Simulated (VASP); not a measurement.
Runs of VASP 6.6.1 on CdS. The structure is that of space group P6_3mc (No. 186), or close to it. The cells are those of the table. 

| task | cell | cutoff (eV) | gap on the mesh (eV) | pressure (GPa) |
| --- | --- | --- | --- | --- |
| single point | a = 4.252, b = 4.252, c = 6.918 Å, angles 90.0, 90.0, 120.0°, 4 atoms | 520 | 1.02 | -1.7 |
| relaxation of shape and atoms at fixed volume | relaxed from a = 4.140, b = 4.140, c = 6.736 Å, angles 90.0, 90.0, 120.0°, 4 atoms | 600 | (a) | 2.7 |
| single point | a = 4.225, b = 4.225, c = 6.873 Å, angles 90.0, 90.0, 120.0°, 4 atoms | 520 | 1.07 | -0.7 |
| relaxation of shape and atoms at fixed volume | relaxed from a = 4.252, b = 4.252, c = 6.918 Å, angles 90.0, 90.0, 120.0°, 4 atoms | 600 | 1.02 | -1.7 |
| relaxation of shape and atoms at fixed volume | relaxed from a = 4.225, b = 4.225, c = 6.873 Å, angles 90.0, 90.0, 120.0°, 4 atoms | 600 | 1.07 | -0.8 |

Alike in all rows: level PBE; potentials or basis VASP PAW PBE potentials, release 64 (Cd, S); no spin polarisation; k mesh 10 × 10 × 6; smearing gaussian 0.05 eV.

Q: Fill in the values left out.

A: (a) 1.21.

Caveats: the relaxation stopped at its first step, so nothing moved (at least some runs).

A k mesh can miss the band edges, and the runs leave out spin-orbit coupling on Cd.
